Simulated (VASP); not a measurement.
# BN in VASP: single point with PBEsol

Aim: the single point of BN with PBEsol.

All numbers are computed with VASP 6.6.1; they aren't measurements. Logs are shortened: lines on timing, memory, paths and dates and some standing lists are left out, and cuts for length are marked.

### Step 1. The cell of the first run

The cell holds a slab with vacuum, 8 atoms: a = 2.504 Å, b = 2.504 Å, c = 25.446 Å, α = 90.00°, β = 90.00°, γ = 120.00°.

### Step 2. Single point, PBEsol

INCAR

```
ALGO = Normal
DIPOL = 0.5 0.5 0.500
EDIFF = 1E-6
ENCUT = 520
GGA = PS
GGA_COMPAT = False
IDIPOL = 3
ISIF = 2
ISMEAR = 0
ISYM = -1
LASPH = True
LCHARG = False
LDIPOL = True
LREAL = False
LWAVE = False
NBANDS = 26
NELM = 120
NELMDL = -8
PREC = Accurate
SIGMA = 0.05
```

KPOINTS

```
explicit points
72
Reciprocal
  0.04166667   0.04166667   0.00000000 2
  0.04166667   0.12500000   0.00000000 2
  0.04166667   0.20833333   0.00000000 2
  0.04166667   0.29166667   0.00000000 2
  0.04166667   0.37500000   0.00000000 2
  0.04166667   0.45833333   0.00000000 2
  0.04166667   0.54166667   0.00000000 2
  0.04166667   0.62500000   0.00000000 2
  0.04166667   0.70833333   0.00000000 2
  0.04166667   0.79166667   0.00000000 2
  0.04166667   0.87500000   0.00000000 2
  0.04166667   0.95833333   0.00000000 2
  0.12500000   0.04166667   0.00000000 2
  0.12500000   0.12500000   0.00000000 2
  0.12500000   0.20833333   0.00000000 2
  0.12500000   0.29166667   0.00000000 2
  0.12500000   0.37500000   0.00000000 2
  0.12500000   0.45833333   0.00000000 2
  0.12500000   0.54166667   0.00000000 2
  0.12500000   0.62500000   0.00000000 2
  0.12500000   0.70833333   0.00000000 2
  0.12500000   0.79166667   0.00000000 2
  0.12500000   0.87500000   0.00000000 2
  0.12500000   0.95833333   0.00000000 2
  0.20833333   0.04166667   0.00000000 2
  0.20833333   0.12500000   0.00000000 2
  0.20833333   0.20833333   0.00000000 2
  0.20833333   0.29166667   0.00000000 2
  0.20833333   0.37500000   0.00000000 2
  0.20833333   0.45833333   0.00000000 2
  0.20833333   0.54166667   0.00000000 2
  0.20833333   0.62500000   0.00000000 2
  0.20833333   0.70833333   0.00000000 2
  0.20833333   0.79166667   0.00000000 2
  0.20833333   0.87500000   0.00000000 2
  0.20833333   0.95833333   0.00000000 2
  0.29166667   0.04166667   0.00000000 2
  0.29166667   0.12500000   0.00000000 2
  0.29166667   0.20833333   0.00000000 2
  0.29166667   0.29166667   0.00000000 2
  0.29166667   0.37500000   0.00000000 2
  0.29166667   0.45833333   0.00000000 2
  0.29166667   0.54166667   0.00000000 2
  0.29166667   0.62500000   0.00000000 2
  0.29166667   0.70833333   0.00000000 2
  0.29166667   0.79166667   0.00000000 2
  0.29166667   0.87500000   0.00000000 2
  0.29166667   0.95833333   0.00000000 2
  0.37500000   0.04166667   0.00000000 2
  0.37500000   0.12500000   0.00000000 2
  0.37500000   0.20833333   0.00000000 2
  0.37500000   0.29166667   0.00000000 2
  0.37500000   0.37500000   0.00000000 2
  0.37500000   0.45833333   0.00000000 2
  0.37500000   0.54166667   0.00000000 2
  0.37500000   0.62500000   0.00000000 2
  0.37500000   0.70833333   0.00000000 2
  0.37500000   0.79166667   0.00000000 2
  0.37500000   0.87500000   0.00000000 2
  0.37500000   0.95833333   0.00000000 2
  0.45833333   0.04166667   0.00000000 2
  0.45833333   0.12500000   0.00000000 2
  0.45833333   0.20833333   0.00000000 2
  0.45833333   0.29166667   0.00000000 2
  0.45833333   0.37500000   0.00000000 2
  0.45833333   0.45833333   0.00000000 2
  0.45833333   0.54166667   0.00000000 2
  0.45833333   0.62500000   0.00000000 2
  0.45833333   0.70833333   0.00000000 2
  0.45833333   0.79166667   0.00000000 2
  0.45833333   0.87500000   0.00000000 2
  0.45833333   0.95833333   0.00000000 2
```

POSCAR

```
BN
1.0
    2.5041946702      0.0000000000      0.0000000000
   -1.2520973351      2.1686962004      0.0000000000
    0.0000000000      0.0000000000     25.4461306388
B N
4 4
Direct
    0.6666666667      0.3333333333      0.2944665797
    0.3333333333      0.6666666667      0.4315408792
    0.0000000000      0.0000000000      0.5684650810
    0.6666666667      0.3333333333      0.7055419505
    0.3333333333      0.6666666667      0.2943547464
    0.0000000000      0.0000000000      0.4315397386
    0.6666666667      0.3333333333      0.5684642560
    0.3333333333      0.6666666667      0.7056267687
```

Potentials or basis: VASP PAW PBE potentials, release 64 (B, N).

Run with:

```console
$ cat potpaw_PBE.64/B/POTCAR potpaw_PBE.64/N/POTCAR > POTCAR
$ mpirun -np 1 vasp_std > vasp.out
```

OUTCAR:

```text
EDIFF = 1E-6
   ENCUT = 520
   GGA = PS
   ISIF = 2
   ISMEAR = 0
   ISYM = -1
   LASPH = True
   LREAL = False
   NELM = 120
   NELMDL = -8
   PREC = Accurate

 ion  position               nearest neighbor table
   1  0.667  0.333  0.294-   5 1.45   5 1.45   5 1.45
   2  0.333  0.667  0.432-   6 1.45   6 1.45   6 1.45
   3  0.000  0.000  0.568-   7 1.45   7 1.45   7 1.45
   4  0.667  0.333  0.706-   8 1.45   8 1.45   8 1.45
   5  0.333  0.667  0.294-   1 1.45   1 1.45   1 1.45
   6  0.000  0.000  0.432-   2 1.45   2 1.45   2 1.45
   7  0.667  0.333  0.568-   3 1.45   3 1.45   3 1.45
   8  0.333  0.667  0.706-   4 1.45   4 1.45   4 1.45

IMPORTANT INFORMATION: All symmetrisations will be switched off!
NOSYMM: (Re-)initialisation of all symmetry stuff for point group C_1.

----------------------------------------------------------------------------------------

                                     Primitive cell

  volume of cell :     138.1938

  direct lattice vectors                    reciprocal lattice vectors
     2.504194670  0.000000000  0.000000000     0.399329977  0.230553270  0.000000000
    -1.252097335  2.168696200  0.000000000     0.000000000  0.461106539  0.000000000
     0.000000000  0.000000000 25.446130639     0.000000000  0.000000000  0.039298706

  length of vectors
     2.504194670  2.504194670 25.446130639     0.461106539  0.461106539  0.039298706

  position of ions in fractional coordinates (direct lattice)
     0.666666667  0.333333333  0.294466580
     0.333333333  0.666666667  0.431540879
     0.000000000  0.000000000  0.568465081
     0.666666667  0.333333333  0.705541950
     0.333333333  0.666666667  0.294354746
     0.000000000  0.000000000  0.431539739
     0.666666667  0.333333333  0.568464256
     0.333333333  0.666666667  0.705626769

  ion indices of the primitive-cell ions
   primitive index   ion index
                 1           1
                 2           2
                 3           3
                 4           4
                 5           5
                 6           6
                 7           7
                 8           8

----------------------------------------------------------------------------------------

 KPOINTS: explicit points

Read explicit list of k-points.
[... 57 lines left out ...]
   TEBEG  =    0.0;   TEEND  =   0.0 temperature during run
   PSTRESS=    0.0 pullay stress
   NELECT =      32.0000    total number of electrons
   NUPDOWN=      -1.0000    fix difference up-down
   EMIN   =  10.00;   EMAX   =-10.00  energy-range for DOS
   EFERMI =   0.00;   METHOD = LEGACY
   ISMEAR =     0;   SIGMA  =   0.05  broadening in eV -4-tet -1-fermi 0-gaus
   EFERMI_NEDOS =   21; number of points for ismear=-14 and -15
   IALGO  =     38    algorithm
   IMIX   =      4    mixing-type and parameters
     AMIX     =   0.40;   BMIX     =  1.00
     AMIX_MAG =   1.60;   BMIX_MAG =  1.00
  volume/ion in A,a.u.               =      17.27       116.57
  Fermi-wavevector in a.u.,A,eV,Ry     =   1.005299  1.899740 13.750406  1.010626
  Thomas-Fermi vector in A             =   2.137970
   LORBIT       =      0    0 simple, 1 ext, 2 COOP (PROOUT), +10 PAW based schemes
   GGA     = PS    functional components
   LHFCALC =     F    Hartree Fock is set to
   AEXX    =    0.0000 exact exchange contribution
   IVDW    =     0    specifies the selected vdW correction
   LEPSILON=     F    determine dielectric tensor
   LRPA    =     F    only Hartree local field effects (RPA)
 non-spin polarized calculation
 Gauss-broadening in eV      SIGMA  =   0.05
  energy-cutoff  :      520.00
  volume of cell :      138.19
 maximum number of plane-waves:      3756
 NGX is ok and might be reduce to    20
   NGX =  9   NGY =  9   NGZ = 95

 dipolmoment           0.000000      0.000000     -0.000000 electrons x Angstroem

 number of electron      31.9999998 magnetization

 dipolmoment           0.000000      0.000000      0.006453 electrons x Angstroem

 Free energy of the ion-electron system (eV)
  ---------------------------------------------------
  ext. energy  EPLUGINS =         0.00000000
  ---------------------------------------------------
  free energy    TOTEN  =       -73.13185074 eV

  energy without entropy =      -73.13185074  energy(sigma->0) =      -73.13185074

 E-fermi :  -1.3383     XC(G=0):  -5.7469

 val. band max:       -1.6196621192   @ k =   0.2917   0.3750   0.0000
 cond. band min:       2.6809829728   @ k =   0.4583   0.4583   0.0000
 fundamental gap:      4.3006450920
 Fermi energy:        -1.3382884873

 k-point     1 :       0.0417    0.0417    0.0000
  band No.  band energies     occupation
      1     -19.3325      2.00000
      2     -19.2419      2.00000
      3     -19.1600      2.00000
      4     -19.0568      2.00000
      5      -7.5003      2.00000
      6      -7.0987      2.00000
[... 685 lines left out ...]
     25       9.4318      0.00000
     26       9.7019      0.00000

 [... further k-points ...]

------------------------ aborting loop because EDIFF is reached ----------------------------------------

 vacuum level on the upper side and lower side of the slab       (xc-potential included)        -0.050        -0.261

  FORCE on cell =-STRESS in cart. coord.  units (eV):
  Direction    XX          YY          ZZ          XY          YZ          ZX
  --------------------------------------------------------------------------------------
  -------------------------------------------------------------------------------------
  Total        0.2055934      0.2056075     -0.0617366      0.0000124     -0.0000012      0.0000021
  in kB        2.3835877      2.3837519     -0.7157551      0.0001438     -0.0000137      0.0000243
  external PRESSURE =       1.3505282 kB  Pullay stress =       0.0000000 kB

 VOLUME and BASIS-vectors are now :
 -----------------------------------------------------------------------------
  energy-cutoff  :      520.00
  volume of cell :      138.19
      direct lattice vectors                 reciprocal lattice vectors
     2.504194670  0.000000000  0.000000000     0.399329977  0.230553270  0.000000000
    -1.252097335  2.168696200  0.000000000     0.000000000  0.461106539  0.000000000
     0.000000000  0.000000000 25.446130639     0.000000000  0.000000000  0.039298706

 POSITION                                       TOTAL-FORCE (eV/Angst)
 -----------------------------------------------------------------------------------
      1.25210      0.72290      7.49304         0.000004     -0.000002     -0.019377
     -0.00000      1.44580     10.98105         0.000005     -0.000003     -0.006696
      0.00000      0.00000     14.46524         0.000003     -0.000002     -0.005996
      1.25210      0.72290     17.95331         0.000004     -0.000002      0.003632
     -0.00000      1.44580      7.49019        -0.000004      0.000002      0.018237
      0.00000      0.00000     10.98102        -0.000001      0.000001      0.005567
      1.25210      0.72290     14.46522        -0.000009      0.000005      0.007074
     -0.00000      1.44580     17.95547        -0.000002      0.000001     -0.002442
 -----------------------------------------------------------------------------------
    total drift:                                0.000002     -0.000001     -0.000136

  FREE ENERGIE OF THE ION-ELECTRON SYSTEM (eV)
  ---------------------------------------------------
  free  energy   TOTEN  =       -73.1318507418 eV

  energy  without entropy=      -73.1318507418  energy(sigma->0) =      -73.13185074

 vacuum level on the upper side and lower side of the slab         4.249         4.034
```

It took 6.8 min on 1 thread of Intel Xeon Platinum 8259CL at 2.50GHz (Skylake/Cascade Lake), shared host; peak memory 0.36 GiB.

Results:

```
Free energy            : -73.1319 eV
Largest force          : 0.019 eV/Å
Band gap on the k mesh : 4.30 eV (least direct gap 4.49 eV)
```

Forces in eV/Å, atoms in the order of the input:
```
B    0.000  0.000 -0.019
B    0.000  0.000 -0.007
B    0.000  0.000 -0.006
B    0.000  0.000  0.004
N    0.000  0.000  0.018
N    0.000  0.000  0.006
N    0.000  0.000  0.007
N    0.000  0.000 -0.002
```

Caveat: the PAW data sets were made with another functional, which shifts forces and pressure a little.
